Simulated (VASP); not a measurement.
# PbS (Fm-3m) in VASP: single point with PBE+D3(BJ)

Aim: the single point of PbS with PBE+D3(BJ).

Everything below comes from runs of VASP 6.6.1. Logs are shortened: lines on timing, memory, paths and dates and some standing lists are left out, and cuts for length are marked.

## (1) The cell of the first run

The structure is cubic, space group Fm-3m (No. 225). Conventional cell: a = 5.930 Å, b = 5.930 Å, c = 5.930 Å, α = 90.00°, β = 90.00°, γ = 90.00°. Pb (site symmetry m-3m) has 6 S at 2.96 Å within 3.9 Å. Within 3.9 Å of S (site symmetry m-3m) lie 6 Pb at 2.96 Å.

## (2) Single point, PBE+D3(BJ)

INCAR

```
PREC = Accurate
ENCUT = 500
EDIFF = 1E-6
ISMEAR = 0
SIGMA = 0.1
LREAL = Auto
LASPH = T
NELM = 120
ALGO = Normal
ISIF = 2
LWAVE = F
LCHARG = T
GGA = PE
IVDW = 12
LELF = T
LVHAR = T
NBANDS = 94
ISYM = -1
GGA_COMPAT = F
```

KPOINTS

```
explicit points
4
Reciprocal
  0.25000000   0.25000000   0.25000000 2
  0.25000000   0.25000000   0.75000000 2
  0.25000000   0.75000000   0.25000000 2
  0.25000000   0.75000000   0.75000000 2
```

POSCAR

```
PbS
1.0
    5.9300000000      0.0000000000      5.9300000000
    5.9300000000      5.9300000000      0.0000000000
    0.0000000000      5.9300000000      5.9300000000
Pb S
8 8
Direct
    0.0000000000      0.0000000000      0.0000000000
    0.0000000000      0.5000000000      0.0000000000
    0.5000000000      0.0000000000      0.0000000000
    0.5000000000      0.5000000000      0.0000000000
    0.0000000000      0.0000000000      0.5000000000
    0.0000000000      0.5000000000      0.5000000000
    0.5000000000      0.0000000000      0.5000000000
    0.5000000000      0.5000000000      0.5000000000
    0.2500000000      0.2500000000      0.2500000000
    0.2500000000      0.7500000000      0.2500000000
    0.7500000000      0.2500000000      0.2500000000
    0.7500000000      0.7500000000      0.2500000000
    0.2500000000      0.2500000000      0.7500000000
    0.2500000000      0.7500000000      0.7500000000
    0.7500000000      0.2500000000      0.7500000000
    0.7500000000      0.7500000000      0.7500000000
```

Potentials or basis: VASP PAW PBE potentials, release 64 (Pb_d, S).

The run is started by

```
> cat potpaw_PBE.64/Pb_d/POTCAR potpaw_PBE.64/S/POTCAR > POTCAR
> mpirun -np 1 vasp_std > vasp.out
```

OUTCAR:

```text
PREC = Accurate
   ENCUT = 500
   EDIFF = 1E-6
   ISMEAR = 0
   LREAL = Auto
   LASPH = T
   NELM = 120
   ISIF = 2
   GGA = PE
   IVDW = 12
   ISYM = -1
 IVDW          = 12

 ion  position               nearest neighbor table
   1  0.000  0.000  0.000-  10 2.96  11 2.96  12 2.96  13 2.96  14 2.96  15 2.96
   2  0.000  0.500  0.000-   9 2.96  11 2.96  12 2.96  13 2.96  14 2.96  16 2.96
   3  0.500  0.000  0.000-   9 2.96  10 2.96  12 2.96  13 2.96  15 2.96  16 2.96
   4  0.500  0.500  0.000-   9 2.96  10 2.96  11 2.96  14 2.96  15 2.96  16 2.96
   5  0.000  0.000  0.500-   9 2.96  10 2.96  11 2.96  14 2.96  15 2.96  16 2.96
   6  0.000  0.500  0.500-   9 2.96  10 2.96  12 2.96  13 2.96  15 2.96  16 2.96
[... 8 lines left out ...]
  15  0.750  0.250  0.750-   1 2.96   3 2.96   4 2.96   5 2.96   6 2.96   8 2.96
  16  0.750  0.750  0.750-   2 2.96   3 2.96   4 2.96   5 2.96   6 2.96   7 2.96

IMPORTANT INFORMATION: All symmetrisations will be switched off!
NOSYMM: (Re-)initialisation of all symmetry stuff for point group C_1.

----------------------------------------------------------------------------------------

                                     Primitive cell

  volume of cell :     417.0557

  direct lattice vectors                    reciprocal lattice vectors
     5.930000000  0.000000000  5.930000000     0.084317032 -0.084317032  0.084317032
     5.930000000  5.930000000  0.000000000     0.084317032  0.084317032 -0.084317032
     0.000000000  5.930000000  5.930000000    -0.084317032  0.084317032  0.084317032

  length of vectors
     8.386286425  8.386286425  8.386286425     0.146041383  0.146041383  0.146041383

  position of ions in fractional coordinates (direct lattice)
     0.000000000  0.000000000  0.000000000
     0.000000000  0.500000000  0.000000000
     0.500000000  0.000000000  0.000000000
     0.500000000  0.500000000  0.000000000
     0.000000000  0.000000000  0.500000000
     0.000000000  0.500000000  0.500000000
[... 8 lines left out ...]
     0.750000000  0.250000000  0.750000000
     0.750000000  0.750000000  0.750000000

  ion indices of the primitive-cell ions
   primitive index   ion index
                 1           1
                 2           2
                 3           3
                 4           4
                 5           5
                 6           6
[... 8 lines left out ...]
                15          15
                16          16

----------------------------------------------------------------------------------------

 KPOINTS: explicit points

Read explicit list of k-points.

 Found      4 k-points:

 Following reciprocal coordinates:
            Coordinates               Weight
  0.250000  0.250000  0.250000      0.250000
  0.250000  0.250000  0.750000      0.250000
  0.250000  0.750000  0.250000      0.250000
  0.250000  0.750000  0.750000      0.250000
   k-points           NKPTS =      4   k-points in BZ     NKDIM =      4   number of bands    NBANDS=     94
   number of dos      NEDOS =    301   number of ions     NIONS =     16
   total plane-waves  NPLWV = 262144
   dimension x,y,z NGX =    64 NGY =   64 NGZ =   64
   dimension x,y,z NGXF=   128 NGYF=  128 NGZF=  128
   ions per type =               8   8
   NGX,Y,Z   is equivalent  to a cutoff of  12.69, 12.69, 12.69 a.u.
   NGXF,Y,Z  is equivalent  to a cutoff of  25.37, 25.37, 25.37 a.u.
 SYSTEM =  unknown system
   PREC   = accura    normal or accurate (medium, high low for compatibility)
   ISTART =      0    job   : 0-new  1-cont  2-samecut
   ICHARG =      2    charge: 1-file 2-atom 10-const
   ISPIN  =      1    spin polarized calculation?
   LNONCOLLINEAR =      F non collinear calculations
   LSORBIT =      F    spin-orbit coupling
   LASPH  =      T    aspherical Exc in radial PAW
   ENCUT  =  500.0 eV  36.75 Ry    6.06 a.u.  15.29 15.29 15.29*2*pi/ulx,y,z
   NELM   =    120;   NELMIN=  2; NELMDL= -5     # of ELM steps
   EDIFF  = 0.1E-05   stopping-criterion for ELM
   LREAL  =      T    real-space projection
   EDIFFG = 0.1E-04   stopping-criterion for IOM
   NSW    =      0    number of steps for IOM
   IBRION =     -1    ionic relax: 0-MD 1-quasi-New 2-CG
   NFREE  =      0    steps in history (QN), initial steepest desc. (CG)
   ISIF   =      2    stress and relaxation
   ISYM   =     -1    0-nonsym 1-usesym 2-fastsym
   POTIM  = 0.5000    time-step for ionic-motion
   TEBEG  =    0.0;   TEEND  =   0.0 temperature during run
   PSTRESS=    0.0 pullay stress
   NELECT =     160.0000    total number of electrons
   NUPDOWN=      -1.0000    fix difference up-down
   EMIN   =  10.00;   EMAX   =-10.00  energy-range for DOS
   EFERMI =   0.00;   METHOD = LEGACY
   ISMEAR =     0;   SIGMA  =   0.10  broadening in eV -4-tet -1-fermi 0-gaus
   EFERMI_NEDOS =   21; number of points for ismear=-14 and -15
   IALGO  =     38    algorithm
   IMIX   =      4    mixing-type and parameters
     AMIX     =   0.40;   BMIX     =  1.00
     AMIX_MAG =   1.60;   BMIX_MAG =  1.00
  volume/ion in A,a.u.               =      26.07       175.90
  Fermi-wavevector in a.u.,A,eV,Ry     =   1.189552  2.247928 19.252709  1.415034
  Thomas-Fermi vector in A             =   2.325657
   LORBIT       =      0    0 simple, 1 ext, 2 COOP (PROOUT), +10 PAW based schemes
   GGA     = PE    functional components
   LHFCALC =     F    Hartree Fock is set to
   AEXX    =    0.0000 exact exchange contribution
   IVDW    =    12    specifies the selected vdW correction
   LEPSILON=     F    determine dielectric tensor
   LRPA    =     F    only Hartree local field effects (RPA)
 non-spin polarized calculation
 Gauss-broadening in eV      SIGMA  =   0.10
  energy-cutoff  :      500.00
  volume of cell :      417.06
 maximum number of plane-waves:     10594
 NGX is ok and might be reduce to    64
   NGX = 31   NGY = 31   NGZ = 31

 number of electron     159.9999984 magnetization

 Free energy of the ion-electron system (eV)
  ---------------------------------------------------
  ext. energy  EPLUGINS =         0.00000000
  ---------------------------------------------------
  free energy    TOTEN  =       -70.20460894 eV

  energy without entropy =      -70.20460894  energy(sigma->0) =      -70.20460894

 E-fermi :   5.8166     XC(G=0):  -9.6874

 val. band max:        5.3022081731   @ k =   0.2500   0.2500   0.2500
 cond. band min:       6.9343803766   @ k =   0.2500   0.2500   0.2500
 fundamental gap:      1.6321722036
 Fermi energy:         5.8166476994

 k-point     1 :       0.2500    0.2500    0.2500
  band No.  band energies     occupation
      1     -11.1160      2.00000
      2     -11.1160      2.00000
      3     -11.1160      2.00000
      4     -11.0292      2.00000
      5     -11.0292      2.00000
      6     -11.0292      2.00000
[... 84 lines left out ...]
     91       8.8548      0.00000
     92       8.8548      0.00000

 k-point     2 :       0.2500    0.2500    0.7500
  band No.  band energies     occupation
      1     -11.0855      2.00000
      2     -11.0855      2.00000
      3     -11.0645      2.00000
      4     -11.0570      2.00000
      5     -11.0424      2.00000
      6     -11.0424      2.00000
[... 84 lines left out ...]
     91       9.0412      0.00000
     92       9.0412      0.00000

 k-point     3 :       0.2500    0.7500    0.2500
  band No.  band energies     occupation
      1     -11.0855      2.00000
      2     -11.0855      2.00000
      3     -11.0645      2.00000
      4     -11.0570      2.00000
      5     -11.0424      2.00000
      6     -11.0424      2.00000
[... 84 lines left out ...]
     91       9.0412      0.00000
     92       9.0412      0.00000

 k-point     4 :       0.2500    0.7500    0.7500
  band No.  band energies     occupation
      1     -11.0855      2.00000
      2     -11.0855      2.00000
      3     -11.0645      2.00000
      4     -11.0570      2.00000
      5     -11.0424      2.00000
      6     -11.0424      2.00000
[... 84 lines left out ...]
     91       9.0412      0.00000
     92       9.0412      0.00000
 [bands above 92 left out]

------------------------ aborting loop because EDIFF is reached ----------------------------------------

 Edisp (eV)   -5.55939

 E8    (eV) :    -2.5031

  FORCE on cell =-STRESS in cart. coord.  units (eV):
  Direction    XX          YY          ZZ          XY          YZ          ZX
  --------------------------------------------------------------------------------------
  -------------------------------------------------------------------------------------
  Total      -0.19866    -0.19884    -0.19862    -0.07931    -0.07919    -0.07917
  in kB      -0.76316    -0.76388    -0.76303    -0.30466    -0.30422    -0.30415
  external pressure =       -0.76 kB  Pullay stress =        0.00 kB

 VOLUME and BASIS-vectors are now :
 -----------------------------------------------------------------------------
  energy-cutoff  :      500.00
  volume of cell :      417.06
      direct lattice vectors                 reciprocal lattice vectors
     5.930000000  0.000000000  5.930000000     0.084317032 -0.084317032  0.084317032
     5.930000000  5.930000000  0.000000000     0.084317032  0.084317032 -0.084317032
     0.000000000  5.930000000  5.930000000    -0.084317032  0.084317032  0.084317032

 POSITION                                       TOTAL-FORCE (eV/Angst)
 -----------------------------------------------------------------------------------
      0.00000      0.00000      0.00000         0.000040      0.000026      0.000002
      2.96500      2.96500      0.00000        -0.000021     -0.000028      0.000003
      2.96500      0.00000      2.96500         0.000002      0.000008     -0.000027
      5.93000      2.96500      2.96500         0.000002      0.000003      0.000029
      0.00000      2.96500      2.96500         0.000007     -0.000019     -0.000031
      2.96500      5.93000      2.96500         0.000006     -0.000001      0.000026
[... 8 lines left out ...]
      5.93000      5.93000      8.89500        -0.000001      0.000009      0.000008
      8.89500      8.89500      8.89500        -0.000001     -0.000002      0.000004
 -----------------------------------------------------------------------------------
    total drift:                                0.000024      0.000000     -0.000015

  FREE ENERGIE OF THE ION-ELECTRON SYSTEM (eV)
  ---------------------------------------------------
  free  energy   TOTEN  =       -75.7639991183 eV

  energy  without entropy=      -75.7639991183  energy(sigma->0) =      -75.76399912
```

Run time: 2.4 min. Hardware: 1 thread of Intel Xeon 6975P-C (Granite Rapids), shared host; peak memory 0.57 GiB.

Results:

```
Free energy                : -75.7640 eV
Pressure                   : -0.1 GPa
Band gap on the k mesh     : 1.63 eV
Dispersion energy per atom : -0.347 eV
```

Caveat: spin-orbit coupling is left out, which moves the levels of the heavy elements; a shifted mesh leaves out Γ, where band edges can lie. A k mesh can miss the band edges.
